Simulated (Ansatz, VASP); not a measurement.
## MnSi in VASP and in Ansatz

The input INCAR:

```
SYSTEM = MnSi
  ALGO = Normal
  EDIFF = 1E-6
  EDIFFG = -0.005
  ENCUT = 600
  GGA = PE
  IBRION = 2
  ISIF = 3
  ISMEAR = -1
  ISPIN = 2
  LASPH = .TRUE.
  LCHARG = .FALSE.
  LMAXMIX = 4
  LORBIT = 11
  LREAL = .FALSE.
  LWAVE = .FALSE.
  MAGMOM = 4 0
  NELM = 150
  NSW = 100
  PREC = Accurate
  SIGMA = 0.05
```

File KPOINTS:

```
k-points
0
G
  10 10 10
  0 0 0
```

The input POSCAR:

```
MnSi
1.0
    0.0000000000      2.7535325710      2.7535325710
    2.7535325710      0.0000000000      2.7535325710
    2.7535325710      2.7535325710      0.0000000000
Mn Si
1 1
Direct
    0.0000000000      0.0000000000      0.0000000000
    0.2500000000      0.2500000000      0.2500000000
```

Input for Ansatz:

```yaml
crystal:
  lattice:
    - [0.0, 2.753532571, 2.753532571]
    - [2.753532571, 0.0, 2.753532571]
    - [2.753532571, 2.753532571, 0.0]
  atoms:
    - { symbol: Mn, position: [0.0, 0.0, 0.0], spin: 4.0 }
    - { symbol: Si, position: [0.25, 0.25, 0.25] }
magnetization:
  spin_polarized: true
kpoints:
  mp_grid: { grid: [10, 10, 10] }
scf:
  occupations: { method: fermi_dirac, width: 0.05 }
hamiltonian:
  xc: pbe
  pseudopotentials: { kind: paw }
output:
  forces: true
  stress: true
relax:
  f_tol: 0.005
  max_steps: 80
  cell: {}
```

Alike in both runs: task relaxation of cell and atoms; functional PBE; k mesh 10 × 10 × 10; occupations fermi-dirac, width 0.05 eV; collinear spin.

|  | VASP | Ansatz |
| --- | --- | --- |
| version | VASP 6.6.1 | Ansatz 0.2.0 |
| potentials or method | VASP PAW PBE potentials, release 64 (Mn_pv, Si) | PAW with Ansatz's default frozen-core files, scalar-relativistic |
| plane-wave cutoff (eV) | 600 | 420 |
| valence electrons in the cell | 17 | 19 |

|  | VASP | Ansatz | Ansatz less VASP |
| --- | --- | --- | --- |
| net moment per atom (μB) | 1.29 | 1.29 | -0.002 |
| size of the moment on the site where the two differ most (μB) | 2.82 | 2.68 | -0.140 |
| relaxed volume (Å³/atom) | 19.92 | 19.91 | -0.017 |
| relaxed cell length with the largest relative difference (Å) | 3.834 | 3.833 | -0.0011 |

Site moments also hang on the region over which each program counts them. VASP's potentials hold 17 valence electrons a cell and Ansatz's 19, so a difference there can come from the potentials and not from the codes.
